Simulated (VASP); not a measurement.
Here is a VASP 6.6.1 calculation.

The input INCAR:

```
SYSTEM = Ir
ALGO     = Normal         ! electronic algorithm
EDIFF    = 1E-6           ! SCF threshold, eV
ENCUT    = 500            ! plane-wave cutoff, eV
GGA      = CA             ! functional
GGA_COMPAT= .FALSE.      
ISIF     = 2              ! what is computed and relaxed
ISMEAR   = 0              ! smearing method
LASPH    = .TRUE.         ! aspherical terms in the spheres
LCHARG   = .FALSE.        ! write CHGCAR
LREAL    = .FALSE.        ! projectors in reciprocal space
LWAVE    = .FALSE.        ! write WAVECAR
NBANDS   = 16             ! bands
NELM     = 120            ! most SCF steps
PREC     = Accurate       ! precision mode
SIGMA    = 0.15           ! smearing width, eV
```

The input KPOINTS:

```
k-points
0
G
  18 18 10
  0 0 0
```

File POSCAR:

```
Ir
1.0
    2.6421000000      0.0000000000      0.0000000000
   -1.3210500000      2.2881257193      0.0000000000
    0.0000000000      0.0000000000      4.3862420605
Ir
2
Direct
    0.6666666667      0.3333333333      0.7500000000
    0.3333333333      0.6666666667      0.2500000000
```

Potentials or basis: VASP PAW LDA potentials, release 64 (Ir).

Launch:

```console
$ cat potpaw_LDA.64/Ir/POTCAR > POTCAR
$ mpirun -np 1 vasp_std > vasp.out
```

(1) Predict the band gap on the k mesh.

(2) Estimate the pressure.

Results:

(1) zero (band 9 reaches 12.86 eV, above the bottom of band 10 at 8.98 eV).

(2) 24.7 GPa.

Caveat: spin-orbit coupling is left out, which moves the levels of the heavy elements.
